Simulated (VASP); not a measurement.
Wanted: the native input for a VASP 6.6.1 run.

```yaml
Task: single point
Functional: PBEsol
Potentials_or_basis: VASP PAW PBE potentials, release 64 (Zr_sv, Si)
Cutoff: 520 eV
k_mesh: 6 × 6 × 12
Occupations: gaussian, width 0.15 eV
Spin: no spin polarisation
Dipole_correction: no
Further_INCAR_settings: ALGO = Fast; EDIFF = 1e-07; NBANDS = 55
```

The structure of Zr3Si2 lies in POSCAR:

```
Zr3Si2
1.0
    7.0655778271      0.0000000000      0.0000000000
    0.0000000000      7.0655778271      0.0000000000
    0.0000000000      0.0000000000      3.3529314712
Zr Si
6 4
Direct
    0.1744786434      0.6744786434      0.5000000000
    0.8255213566      0.3255213566      0.5000000000
    0.3255213566      0.1744786434      0.5000000000
    0.6744786434      0.8255213566      0.5000000000
    0.0000000000      0.0000000000      0.0000000000
    0.5000000000      0.5000000000      0.0000000000
    0.6223900186      0.1223900186      0.0000000000
    0.3776099814      0.8776099814      0.0000000000
    0.8776099814      0.6223900186      0.0000000000
    0.1223900186      0.3776099814      0.0000000000
```

This cell differs from its parent crystal: strain +0.000 along x and y, -0.080 along z.

The input as run:

INCAR

```
ALGO     = Fast           # electronic algorithm
EDIFF    = 1E-7           # SCF threshold, eV
ENCUT    = 520            # plane-wave cutoff, eV
GGA      = PS             # functional
ISIF     = 2              # what is computed and relaxed
ISMEAR   = 0              # smearing method
LASPH    = T              # aspherical terms in the spheres
LCHARG   = T              # write CHGCAR
LELF     = T              # ELF
LREAL    = F              # projectors in reciprocal space
LVHAR    = T            
LWAVE    = F              # write WAVECAR
NBANDS   = 55             # bands
NELM     = 100            # most SCF steps
PREC     = Accurate       # precision mode
SIGMA    = 0.15           # smearing width, eV
```

KPOINTS

```
k-points
0
Gamma
  6 6 12
```

Potentials or basis: VASP PAW PBE potentials, release 64 (Zr_sv, Si).

Command:

```sh
$ cat potpaw_PBE.64/Zr_sv/POTCAR potpaw_PBE.64/Si/POTCAR > POTCAR
$ mpirun -np 1 vasp_std > vasp.out
```

Results of the run:

```
Pressure               : 13.4 GPa
Largest force          : 0.162 eV/Å
Band gap on the k mesh : zero (bands 44 and 45 overlap by 1.52 eV)
```

Caveat: the cell differs from its parent crystal (strain +0.000 along x and y, -0.080 along z); the stress differs along the axes, from 10 to 21 GPa; the PAW data sets were made with another functional, which shifts forces and pressure a little.

Wall time 25 min on 1 thread of Intel(R) Xeon(R) Platinum 8259CL CPU @ 2.50GHz (Skylake/Cascade Lake), with other jobs on the host, peak memory 0.57 GiB.
